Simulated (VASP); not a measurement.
Write the native input for VASP 6.6.1 that does the following.

```
Task                   : single point
Functional             : PBE
Potentials or basis    : VASP PAW PBE potentials, release 64 (Ge_d)
Cutoff                 : 520 eV
k mesh                 : 12 × 12 × 1
Occupations            : gaussian, width 0.1 eV
Spin                   : no spin polarisation
Dipole correction      : yes
Further INCAR settings : ALGO = Normal; EDIFF = 1e-06; NBANDS = 21
```

The structure of Ge lies in POSCAR:

```
Ge
1.0
    4.1160000000      0.0000000000      0.0000000000
   -2.0580000000      3.5645605620      0.0000000000
    0.0000000000      0.0000000000     28.0000000000
Ge
2
Direct
    0.3333333333      0.6666666667      0.5051964286
    0.6666666667      0.3333333333      0.4948035714
```

One way to write it, as run:

INCAR

```
SYSTEM = Ge
PREC = Accurate
ENCUT = 520
EDIFF = 1E-6
ISMEAR = 0
SIGMA = 0.1
LREAL = .False.
LASPH = .True.
NELM = 80
ALGO = Normal
ISIF = 2
LWAVE = .False.
LCHARG = .True.
LDIPOL = .True.
IDIPOL = 3
DIPOL = 0.5 0.5 0.500
GGA = PE
LELF = .True.
LVHAR = .True.
LVACPOTAV = .True.
NBANDS = 21
```

KPOINTS

```
regular mesh
0
Gamma
  12 12 1
  0 0 0
```

Potentials or basis: VASP PAW PBE potentials, release 64 (Ge_d).

Launch:

```sh
$ cat potpaw_PBE.64/Ge_d/POTCAR > POTCAR
$ mpirun -np 1 vasp_std > vasp.out
```

It gave:

```json
{
 "Largest force": "0.540 eV/Å",
 "Band gap on the k mesh": "zero (bands 14 and 15 overlap by 1.17 eV)",
 "Work function of the upper face": "4.53 eV",
 "Work function of the lower face": "4.53 eV"
}
```

Run time: 2.4 min on 1 thread of Intel(R) Xeon(R) 6975P-C (Granite Rapids), with other jobs on the host, peak memory 0.54 GiB.
